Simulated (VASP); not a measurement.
Crystal: Ir.

```xyz
1
Lattice="-1.3645 1.3645 1.9071 1.3645 -1.3645 1.9071 1.3645 1.3645 -1.9071" Properties=species:S:1:pos:R:3 pbc="T T T"
Ir    0.0000    0.0000    1.9071
```

```yaml
Program: VASP 6.6.1
Task: relaxation of cell and atoms
Functional: r2SCAN
Potentials_or_basis: VASP PAW PBE potentials, release 64 (Ir)
Cutoff: 600 eV
k_mesh: 28 × 28 × 28
Occupations: gaussian, width 0.1 eV
Spin: no spin polarisation
```

At the start: pressure 2.6 GPa; volume 14.20 Å³/atom.

Problem. Where does the relaxation end?

Solution. Over 5 steps the energy falls by 2.3 meV/atom and the volume is 14.30 Å³/atom (+0.7 %); space group Fm-3m (No. 225, to 0.1 Å) before and after.

The path:
```
step  energy change (eV)  largest force (eV/Å)  pressure (GPa)  volume (Å³)
   1              0.0000                0.0000            2.60        14.20
   2              0.0097                0.0000           -9.31        14.68
   3             -0.0017                0.0000           -0.94        14.33
   4             -0.0019                0.0000            0.85        14.27
   5             -0.0023                0.0000           -0.03        14.30
```

Final structure:
```cif
data_structure
_symmetry_space_group_name_H-M 'P 1'
_symmetry_Int_Tables_number 1
_cell_length_a 2.7244
_cell_length_b 2.7244
_cell_length_c 2.7244
_cell_angle_alpha 120.003
_cell_angle_beta 120.003
_cell_angle_gamma 89.994
_cell_volume 14.30
loop_
_atom_site_label
_atom_site_type_symbol
_atom_site_fract_x
_atom_site_fract_y
_atom_site_fract_z
_atom_site_occupancy
Ir1 Ir 0.50000 0.50000 0.00000 1
```

Caveat: the PAW data sets were made with another functional, which shifts forces and pressure a little.
